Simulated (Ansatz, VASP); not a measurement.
# Two plane-wave programs on GeN

```
CELL_PARAMETERS angstrom
0.00000 2.40940 2.40940
2.40940 0.00000 2.40940
2.40940 2.40940 0.00000
ATOMIC_POSITIONS crystal
Ge 0.00000 0.00000 0.00000
N 0.75000 0.75000 0.75000
```

Change from the starting cell: species swapped into the MnSe type (F-43m, No. 216).

Alike in both runs: functional PBE; k mesh 6 × 6 × 6; occupations gaussian, width 0.2 eV; no spin polarisation.

Ansatz relaxed the structure, and its values are those at the end. VASP's run is a single point on that final structure, the one shown.

|  | VASP | Ansatz |
| --- | --- | --- |
| version | VASP 6.6.1 | Ansatz 0.2.0 |
| potentials or method | VASP PAW PBE potentials, release 64 (Ge_d, N), cutoff 600 eV | scalar-relativistic, plane waves, PAW |
| valence electrons in the cell | 19 | 19 |

|  | VASP | Ansatz | Ansatz less VASP |
| --- | --- | --- | --- |
| gap on the k mesh at the Fermi level (eV) | none | none | - |
| pressure (GPa) | -0.2 | -0.2 | -0.02 |

A gap of «none» marks a metal or a gap that the smearing closes. The functional is the same, so the differences come from potentials, cutoffs and numerics.

The k mesh is coarse, so the values compare programs but aren't converged.
